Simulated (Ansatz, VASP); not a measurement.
Two plane-wave programs on LiCl

Contents of INCAR:

```
PREC = Accurate
ENCUT = 520
EDIFF = 1E-6
ISMEAR = 0
SIGMA = 0.02
LREAL = F
LASPH = T
NELM = 80
ALGO = Normal
ISIF = 2
LWAVE = F
LCHARG = F
GGA = PE
NBANDS = 12
```

KPOINTS

```
regular mesh
0
Gamma
  8 8 8
```

POSCAR

```
LiCl
1.0
    0.0000000000      2.6427803123      2.6427803123
    2.6427803123      0.0000000000      2.6427803123
    2.6427803123      2.6427803123      0.0000000000
Li Cl
1 1
Direct
    0.0000000000      0.0000000000      0.0000000000
    0.2500000000      0.2500000000      0.2500000000
```

Input for Ansatz:

```yaml
crystal:
  lattice:
    - [0.0, 2.6427803123, 2.6427803123]
    - [2.6427803123, 0.0, 2.6427803123]
    - [2.6427803123, 2.6427803123, 0.0]
  atoms:
    - { symbol: Li, position: [0.0, 0.0, 0.0] }
    - { symbol: Cl, position: [0.25, 0.25, 0.25] }
basis:
  ecutwfc: 420
kpoints:
  mp_grid: { grid: [8, 8, 8] }
hamiltonian:
  xc: pbe
scf:
  occupations: { method: gaussian, width: 0.02 }
output:
  forces: true
  stress: true
  eigenvalues: true
```

Alike in both runs: task single point; functional PBE; k mesh 8 × 8 × 8; occupations gaussian, width 0.02 eV; no spin polarisation.

|  | VASP | Ansatz |
| --- | --- | --- |
| version | VASP 6.6.1 | Ansatz 0.2.0 |
| potentials or method | VASP PAW PBE potentials, release 64 (Li_sv, Cl), cutoff 520 eV | scalar-relativistic, plane waves, PAW |
| valence electrons in the cell | 10 | 10 |

```tsv
	VASP	Ansatz	Ansatz less VASP
gap on the k mesh at the Fermi level (eV)	6.43	6.42	-0.005
least direct gap on the mesh (eV)	6.43	6.42	-0.005
```

The functional is the same, so the differences come from potentials, cutoffs and numerics.

Noted on VASP's run: the cutoff is short for stress, so the pressure is rough.
